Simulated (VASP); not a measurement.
**SbTe2I: single point with PBE**

The system is SbTe2I.

```
CELL_PARAMETERS angstrom
5.43239 0.00000 0.00000
-2.71619 4.70459 0.00000
0.00000 0.00000 6.64444
ATOMIC_POSITIONS crystal
Sb 0.00000 0.00000 0.00000
Te 0.33333 0.66667 0.00000
Te 0.66667 0.33333 0.00000
I 0.00000 0.00000 0.50000
```

The cell was built from a structure type or drawn by symmetry, and may not be a known phase.

* Program: VASP 6.6.1
* Task: single point
* Functional: PBE
* Potentials or basis: VASP PAW PBE potentials, release 64 (Sb, Te, I)
* Cutoff: 520 eV
* k mesh: 6 × 6 × 4
* Occupations: gaussian, width 0.1 eV
* Spin: no spin polarisation

```json
{
 "Pressure": "0.4 GPa",
 "Band gap on the k mesh": "zero (bands 12 and 13 overlap by 0.20 eV)"
}
```

Stress tensor (GPa, compression positive):
```
 2.32  0.00  0.00
 0.00  2.32  0.00
 0.00  0.00 -3.59
```

Levels at points of the mesh, in eV from the Fermi level:
| k point | band 9 | band 10 | band 11 | band 12 | band 13 | band 14 | band 15 | band 16 |
| --- | --- | --- | --- | --- | --- | --- | --- | --- |
| (0.00, 0.00, 0.00) | -3.20 | -1.05 | -0.46 | -0.46 | 0.64 | 3.27 | 4.47 | 5.75 |
| (0.50, 0.00, 0.00) | -0.68 | -0.67 | -0.43 | -0.31 | 1.28 | 2.02 | 2.53 | 2.87 |
| (0.00, 0.00, 0.50) | -2.80 | -1.13 | -0.67 | -0.67 | 0.60 | 1.05 | 5.70 | 5.70 |
| (0.50, 0.00, 0.50) | -0.79 | -0.50 | -0.38 | -0.26 | 0.30 | 1.29 | 1.93 | 2.48 |

Run time: 48 s on 1 thread of Intel(R) Xeon(R) 6975P-C (Granite Rapids), on a shared host, peak memory 0.3 GiB.

Caveat: spin-orbit coupling is left out, which moves the levels of the heavy elements.
